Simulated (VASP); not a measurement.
Input of a VASP 6.6.1 run:

Contents of INCAR:

```
SYSTEM = MgGeSb2
ALGO = Normal ; EDIFF = 1E-6
ENCUT = 520 ; GGA = PE
ISIF = 2 ; ISMEAR = -1
LASPH = .True. ; LCHARG = .False.
LREAL = .False. ; LWAVE = .False.
NBANDS = 21 ; NELM = 80
PREC = Accurate ; SIGMA = 0.02
```

Contents of KPOINTS:

```
k-points
0
Gamma
  6 6 4
  0 0 0
```

File POSCAR:

```
MgGeSb2
1.0
    4.4660198431      0.0000000000      0.0000000000
    0.0000000000      4.4660198431      0.0000000000
    0.0000000000      0.0000000000      6.5110128168
Mg Sb Ge
1 2 1
Direct
    0.0000000000      0.0000000000      0.0000000000
    0.0000000000      0.5000000000      0.2589925260
    0.5000000000      0.0000000000      0.7410074740
    0.5000000000      0.5000000000      0.5000000000
```

Potentials or basis: VASP PAW PBE potentials, release 64 (Mg, Sb, Ge_d).

Run with:

```sh
$ cat potpaw_PBE.64/Mg/POTCAR potpaw_PBE.64/Sb/POTCAR potpaw_PBE.64/Ge_d/POTCAR > POTCAR
$ mpirun -np 1 vasp_std > vasp.out
```

(1) What does it give for the largest force?

(2) What does it give for the pressure?

Answers

(1) 0.011 eV/Å.

(2) 0.0 GPa.
